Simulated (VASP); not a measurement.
C:

```
C
1.0
     2.47000    0.00000    0.00000
    -1.23500    2.13908    0.00000
     0.00000    0.00000    6.79000
C
4
Cartesian
  0.0000 0.0000 0.0000
  0.0000 0.0000 3.3950
  0.0000 1.4261 0.0340
  1.2350 0.7130 3.4289
```

```yaml
Program: VASP 6.6.1
Task: relaxation of cell and atoms
Functional: PBEsol
Potentials_or_basis: VASP PAW PBE potentials, release 64 (C_h)
Cutoff: 910 eV
k_mesh: 14 × 14 × 6
Occupations: fermi-dirac, width 0.1 eV
Spin: no spin polarisation
```

At the start: pressure -3.5 GPa; volume 8.97 Å³/atom.

Where does the relaxation end?

Over 33 steps the energy falls by 6.9 meV/atom and the volume is 9.16 Å³/atom (+2.2 %); space group P6_3/mmc (No. 194, to 0.1 Å) before and after.

Step by step:
| step | energy change (eV) | largest force (eV/Å) | pressure (GPa) | volume (Å³) |
| --- | --- | --- | --- | --- |
| 1 | 0.0000 | 0.5712 | -3.52 | 35.88 |
| 2 | 0.0145 | 0.3533 | 9.57 | 34.86 |
| 3 | -0.0224 | 0.1634 | 2.03 | 35.43 |
| 4 | -0.0219 | 0.1817 | -1.76 | 35.82 |
| 5 | -0.0254 | 0.0036 | 0.18 | 35.62 |
| 6 | -0.0256 | 0.0087 | 0.24 | 35.67 |
| 7 | -0.0263 | 0.0244 | 0.40 | 35.83 |
| 8 | -0.0269 | 0.0560 | 0.72 | 36.14 |
| 9 | -0.0271 | 0.0515 | 0.58 | 36.18 |
| 10 | -0.0274 | 0.0381 | 0.19 | 36.30 |
| 11 | -0.0275 | 0.0110 | -0.60 | 36.55 |
| 12 | -0.0275 | 0.0203 | -0.33 | 36.46 |
| 13 | -0.0276 | 0.0085 | -0.26 | 36.50 |
| 14 | -0.0277 | 0.0220 | -0.08 | 36.58 |
| 15 | -0.0277 | 0.0154 | 0.01 | 36.59 |
| 16 | -0.0277 | 0.0113 | 0.09 | 36.59 |
| 17 | -0.0277 | 0.0102 | 0.12 | 36.59 |
| 18 | -0.0277 | 0.0027 | 0.05 | 36.60 |
| 19 | -0.0277 | 0.0017 | 0.01 | 36.61 |
| 20 | -0.0277 | 0.0014 | 0.01 | 36.61 |
| 21 | -0.0277 | 0.0012 | 0.01 | 36.61 |
| 22 | -0.0277 | 0.0005 | 0.00 | 36.62 |
| 23 | -0.0277 | 0.0008 | -0.03 | 36.63 |
| 24 | -0.0277 | 0.0035 | -0.07 | 36.66 |
| 25 | -0.0277 | 0.0027 | -0.06 | 36.65 |
| 26 | -0.0277 | 0.0028 | -0.06 | 36.65 |
| 27 | -0.0277 | 0.0028 | -0.05 | 36.65 |
| 28 | -0.0277 | 0.0030 | -0.04 | 36.65 |
| 29 | -0.0277 | 0.0033 | -0.02 | 36.66 |
| 30 | -0.0277 | 0.0032 | -0.02 | 36.66 |
| 31 | -0.0277 | 0.0033 | -0.02 | 36.66 |
| 32 | -0.0277 | 0.0028 | -0.01 | 36.66 |
| 33 | -0.0277 | 0.0012 | 0.00 | 36.66 |

Final structure:
```
C
1.0
     2.45887    0.00000    0.00000
    -1.22943    2.12944    0.00000
     0.00000    0.00000    7.00128
C
4
Cartesian
  0.0000 0.0000 0.0175
  0.0000 0.0000 3.5181
  0.0000 1.4196 0.0175
  1.2294 0.7098 3.5182
```

Caveat: the cutoff is under 1.25 times the usual one of these potentials, so pressure, stress and relaxed cells hold a basis-set (Pulay) error; this functional lacks dispersion, which binds the layers, so the pressure and a relaxed spacing across them are unreliable; the PAW data sets were made with another functional, which shifts forces and pressure a little.
